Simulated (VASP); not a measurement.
Wanted: the native input for a VASP 6.6.1 run.

```yaml
Task: relaxation of cell and atoms
Functional: PBE
Potentials_or_basis: VASP PAW PBE potentials, release 64 (Al)
Cutoff: 600 eV
k_mesh: 9 × 9 × 9
Occupations: gaussian, width 0.05 eV
Spin: no spin polarisation
Dipole_correction: no
Further_INCAR_settings: ALGO = Normal; EDIFF = 1e-06; IBRION = 2; EDIFFG = -0.02; NSW = 80; ISIF = 3
```

The structure of Al lies in POSCAR:

```
Al
1.0
    0.0000000000      2.0248100000      2.0248100000
    2.0248100000      0.0000000000      2.0248100000
    2.0248100000      2.0248100000      0.0000000000
Al
1
Direct
    0.0000000000      0.0000000000      0.0000000000
```

The input as run:

INCAR

```
SYSTEM = Al
  ALGO = Normal
  EDIFF = 1E-6
  EDIFFG = -0.02
  ENCUT = 600
  GGA = PE
  IBRION = 2
  ISIF = 3
  ISMEAR = 0
  LASPH = .True.
  LCHARG = .False.
  LREAL = .False.
  LWAVE = .False.
  NELM = 60
  NSW = 80
  PREC = Accurate
  SIGMA = 0.05
```

KPOINTS

```
k-points
0
Gamma
  9 9 9
  0 0 0
```

Potentials or basis: VASP PAW PBE potentials, release 64 (Al).

Command:

```bash
$ cat potpaw_PBE.64/Al/POTCAR > POTCAR
$ mpirun -np 1 vasp_std > vasp.out
```

Results of the run:

```
Pressure after relaxing : -0.2 GPa
Band gap on the k mesh  : zero (an odd number of electrons rules out a gap without spin polarisation)
```

Caveat: the relaxation stopped at its first step, so nothing moved.

It took 3.7 s on 1 thread of AMD EPYC 7R43 64-Core Processor (Zen 3) (shared host), peak memory 0.09 GiB.
